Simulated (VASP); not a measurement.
# P (P6/mmm) in VASP: a series of runs, part 2 of 2

VASP 6.6.1. The steps go on from the part before.

**5. Relaxation of cell and atoms, PBEsol**

This run uses another cell than the first one, of 27.97 Å³/atom.

INCAR

```
PREC = Accurate
ENCUT = 600
EDIFF = 1E-6
ISMEAR = 0
SIGMA = 0.1
LREAL = False
LASPH = True
NELM = 60
ALGO = Normal
ISIF = 3
LWAVE = False
LCHARG = False
GGA = PS
IBRION = 2
NSW = 90
EDIFFG = -0.04
```

KPOINTS

```
regular mesh
0
Gamma
  6 6 6
```

POSCAR

```
P
1.0
    3.2572956256      0.0000000000      0.0000000000
   -1.6286478128      2.8209007594      0.0000000000
    0.0000000000      0.0000000000      3.0435356002
P
1
Direct
    0.0000000000      0.0000000000      0.0000000000
```

Potentials or basis: VASP PAW PBE potentials, release 64 (P).

Started as:

```bash
> cat potpaw_PBE.64/P/POTCAR > POTCAR
> mpirun -np 1 vasp_std > vasp.out
```

OUTCAR:

```text
PREC = Accurate
   ENCUT = 600
   EDIFF = 1E-6
   ISMEAR = 0
   LREAL = False
   LASPH = True
   NELM = 60
   ISIF = 3
   GGA = PS
   IBRION = 2
   NSW = 90
   EDIFFG = -0.04

 ion  position               nearest neighbor table
   1  0.000  0.000  0.000-

  LATTYP: Found a hexagonal cell.
 ALAT       =     3.2572956256
 C/A-ratio  =     0.9343750000

  Lattice vectors:

 A1 = (   3.2572956256,   0.0000000000,   0.0000000000)
 A2 = (  -1.6286478128,   2.8209007594,   0.0000000000)
 A3 = (   0.0000000000,   0.0000000000,   3.0435356002)

Analysis of symmetry for initial positions (statically):
=====================================================================
 Subroutine PRICEL returns:
 Original cell was already a primitive cell.

 Routine SETGRP: Setting up the symmetry group for a
 hexagonal supercell.

 Subroutine GETGRP returns: Found 24 space group operations
 (whereof 24 operations were pure point group operations)
 out of a pool of 24 trial point group operations.

The static configuration has the point symmetry D_6h.

Analysis of symmetry for dynamics (positions and initial velocities):
=====================================================================
 Subroutine PRICEL returns:
 Original cell was already a primitive cell.

 Routine SETGRP: Setting up the symmetry group for a
 hexagonal supercell.

 Subroutine GETGRP returns: Found 24 space group operations
 (whereof 24 operations were pure point group operations)
 out of a pool of 24 trial point group operations.

The dynamic configuration has the point symmetry D_6h.

 Subroutine INISYM returns: Found 24 space group operations
 (whereof 24 operations are pure point group operations),
 and found     1 'primitive' translations

----------------------------------------------------------------------------------------

                                     Primitive cell

  volume of cell :      27.9656

  direct lattice vectors                    reciprocal lattice vectors
     3.257295626  0.000000000  0.000000000     0.307003145  0.177248348  0.000000000
    -1.628647813  2.820900759  0.000000000     0.000000000  0.354496696  0.000000000
[... 92 lines left out ...]
   TEBEG  =    0.0;   TEEND  =   0.0 temperature during run
   PSTRESS=    0.0 pullay stress
   NELECT =       5.0000    total number of electrons
   NUPDOWN=      -1.0000    fix difference up-down
   EMIN   =  10.00;   EMAX   =-10.00  energy-range for DOS
   EFERMI =   0.00;   METHOD = LEGACY
   ISMEAR =     0;   SIGMA  =   0.10  broadening in eV -4-tet -1-fermi 0-gaus
   EFERMI_NEDOS =   21; number of points for ismear=-14 and -15
   IALGO  =     38    algorithm
   IMIX   =      4    mixing-type and parameters
     AMIX     =   0.40;   BMIX     =  1.00
     AMIX_MAG =   1.60;   BMIX_MAG =  1.00
  volume/ion in A,a.u.               =      27.97       188.72
  Fermi-wavevector in a.u.,A,eV,Ry     =   0.922268  1.742833 11.572815  0.850578
  Thomas-Fermi vector in A             =   2.047776
   LORBIT       =      0    0 simple, 1 ext, 2 COOP (PROOUT), +10 PAW based schemes
   GGA     = PS    functional components
   LHFCALC =     F    Hartree Fock is set to
   AEXX    =    0.0000 exact exchange contribution
   IVDW    =     0    specifies the selected vdW correction
   LEPSILON=     F    determine dielectric tensor
   LRPA    =     F    only Hartree local field effects (RPA)
 conjugate gradient relaxation of ions
 non-spin polarized calculation
 Gauss-broadening in eV      SIGMA  =   0.10
  energy-cutoff  :      600.00
  volume of cell :       27.97
 maximum number of plane-waves:       966
 NGX is ok and might be reduce to    28
   NGX = 13   NGY = 13   NGZ = 13

--------------------------------------- Ionic step        1  -------------------------------------------

 number of electron       4.9999999 magnetization

 Free energy of the ion-electron system (eV)
  ---------------------------------------------------
  ext. energy  EPLUGINS =         0.00000000
  ---------------------------------------------------
  free energy    TOTEN  =        -4.06440438 eV

  energy without entropy =       -4.06392344  energy(sigma->0) =       -4.06416391

 E-fermi :   2.2389     XC(G=0):  -8.7997

 val. band max:        2.0605851591   @ k =   0.3333   0.1667   0.1667
 cond. band min:       2.3802905620   @ k =   0.1667   0.1667   0.5000
 fundamental gap:      0.3197054029
 Fermi energy:         2.2389011721
[... 534 lines left out ...]
 k-point    24 :       0.3333    0.0000    0.5000
  band No.  band energies     occupation
      1       1.0828      2.00000
      2       2.8132      2.00000
      3       9.0290      2.00000
      4      13.1777      0.00000
      5      14.3896      0.00000
      6      20.1125      0.00000

 [... further k-points ...]

[... ionic steps 4 to 8 ...]

--------------------------------------- Ionic step        9  -------------------------------------------

 number of electron       5.0000000 magnetization

------------------------ aborting loop because EDIFF is reached ----------------------------------------
[... 65 lines left out ...]
--------------------------------------- Ionic step       11  -------------------------------------------

 number of electron       5.0000000 magnetization

 Free energy of the ion-electron system (eV)
  ---------------------------------------------------
  ext. energy  EPLUGINS =         0.00000000
  ---------------------------------------------------
  free energy    TOTEN  =        -5.44407422 eV

  energy without entropy =       -5.44264343  energy(sigma->0) =       -5.44335882

 E-fermi :  10.4437     XC(G=0): -11.5985

 val. band max:        9.8927756092   @ k =   0.1667   0.0000   0.1667
 cond. band min:      10.4568680609   @ k =   0.3333   0.3333   0.3333
 fundamental gap:      0.5640924517
 Fermi energy:        10.4436757549
[... 244 lines left out ...]
  FREE ENERGIE OF THE ION-ELECTRON SYSTEM (eV)
  ---------------------------------------------------
  free  energy   TOTEN  =        -5.4440742160 eV

  energy  without entropy=       -5.4426434331  energy(sigma->0) =       -5.44335882

 reached required accuracy - stopping structural energy minimisation
```

OSZICAR:

```text
N       E                     dE             d eps       ncg     rms          rms(c)
DAV:   1     0.490488895237E+01    0.49049E+01   -0.18565E+03   336   0.623E+02
DAV:   2    -0.387064454900E+01   -0.87755E+01   -0.81817E+01   492   0.646E+01
DAV:   3    -0.408917885247E+01   -0.21853E+00   -0.21803E+00   402   0.110E+01
DAV:   4    -0.409017917757E+01   -0.10003E-02   -0.10003E-02   516   0.879E-01
[... 72 lines left out ...]
       N       E                     dE             d eps       ncg     rms          rms(c)
DAV:   1    -0.544418222438E+01   -0.21205E-03   -0.63842E-03   372   0.557E-01    0.526E-02
DAV:   2    -0.544410900509E+01    0.73219E-04   -0.23577E-04   384   0.138E-01    0.303E-02
DAV:   3    -0.544407406486E+01    0.34940E-04   -0.98569E-05   360   0.681E-02    0.699E-03
DAV:   4    -0.544407421597E+01   -0.15111E-06   -0.48457E-06   330   0.211E-02
  11 F= -.54440742E+01 E0= -.54433588E+01  d E =-.219537E-03
```

CONTCAR:

```text
P
   1.00000000000000
     2.5659514307613169    0.0000000000000000   -0.0000000000000000
    -1.2829757153806585    2.2221791239140458    0.0000000000000001
     0.0000000000000000   -0.0000000000000000    2.4674972165769011
  P
     1
Direct
     0.0000000000000000    1.0000000000000000    0.0000000000000000

  0.00000000E+00  0.00000000E+00  0.00000000E+00
```

It took 41 s on 1 thread of Intel Xeon 8259CL, shared host; peak memory 0.15 GiB.

What came out:

```yaml
Free_energy: -5.4441 eV
Relaxed_volume: 14.07 Å³/atom
Relaxed_cell: a = 2.566 Å, b = 2.566 Å, c = 2.467 Å, α = 90.00°, β = 90.00°, γ = 120.00°
Space_group_after_relaxing_to_0.1_Å: P6/mmm (No. 191)
Energy_gained_by_relaxing: 1379.7 meV/atom
Ionic_steps: 11
Pressure_after_relaxing: 0.0 GPa
Band_gap_on_the_k_mesh: zero (an odd number of electrons rules out a gap without spin polarisation)
```

The path:
| step | energy change (eV) | largest force (eV/Å) | pressure (GPa) | volume (Å³) |
| --- | --- | --- | --- | --- |
| 1 | 0.0000 | 0.0000 | -19.00 | 27.97 |
| 2 | -1.2655 | 0.0000 | -8.51 | 16.54 |
| 3 | -1.2937 | 0.0000 | -3.91 | 15.43 |
| 4 | -1.2946 | 0.0000 | -2.43 | 15.10 |
| 5 | -1.3766 | 0.0000 | 2.24 | 13.69 |
| 6 | -1.3766 | 0.0000 | 1.92 | 13.73 |
| 7 | -1.3794 | 0.0000 | -0.59 | 14.15 |
| 8 | -1.3794 | 0.0000 | -0.26 | 14.10 |
| 9 | -1.3795 | 0.0000 | -0.31 | 14.11 |
| 10 | -1.3796 | 0.0000 | 0.19 | 14.05 |
| 11 | -1.3797 | 0.0000 | -0.01 | 14.07 |

Final structure:
```
P
1.0
     2.56595    0.00000    0.00000
    -1.28298    2.22218    0.00000
     0.00000    0.00000    2.46750
P
1
Direct
  0.00000 0.00000 0.00000
```

Levels at points of the mesh, in eV from the Fermi level:
```
           k point  band 1  band 2  band 3  band 4  band 5
(0.00, 0.00, 0.00)  -17.10    4.11    6.39    6.65    6.65
(0.50, 0.00, 0.00)  -11.09   -8.85    2.25    5.59    7.99
(0.00, 0.00, 0.50)  -13.02   -9.17    9.11    9.11   14.01
(0.50, 0.00, 0.50)   -6.46   -5.67   -4.50    0.91    4.94
```

Caveat: the k points lie up to 0.47 Å⁻¹ apart in the final cell, too coarse for converged energies and pressures of a metal; the volume moved by over 15 % at a fixed basis, so the end points are rough; the PAW data sets were made with another functional, which shifts forces and pressure a little.

**6. The runs side by side**

```csv
task,cell,k mesh,cutoff (eV),gap on the mesh (eV),pressure (GPa)
single point,"a = 2.565, b = 2.565, c = 2.465 Å, angles 90.0, 90.0, 120.0°, 1 atom",6 × 6 × 6,520,none,0.1
single point,"a = 3.257, b = 3.257, c = 3.044 Å, angles 90.0, 90.0, 120.0°, 1 atom",6 × 6 × 6,520,none,-19.0
single point,"a = 2.619, b = 2.619, c = 2.441 Å, angles 90.0, 90.0, 120.0°, 1 atom",9 × 9 × 8,520,none,0.3
relaxation of cell and atoms,"relaxed from a = 3.257, b = 3.257, c = 3.044 Å, angles 90.0, 90.0, 120.0°, 1 atom",6 × 6 × 6,600,none,0.0
```

Alike in all rows: level PBEsol; potentials or basis VASP PAW PBE potentials, release 64 (P); no spin polarisation; smearing gaussian 0.1 eV.

Caveats: some runs use coarse meshes; the PAW data sets were made with another functional, which shifts forces and pressure a little; the volume moved by over 15 % at a fixed basis, so the end points are rough (at least some runs).

Absolute energies hang on the potentials; compare differences alone.
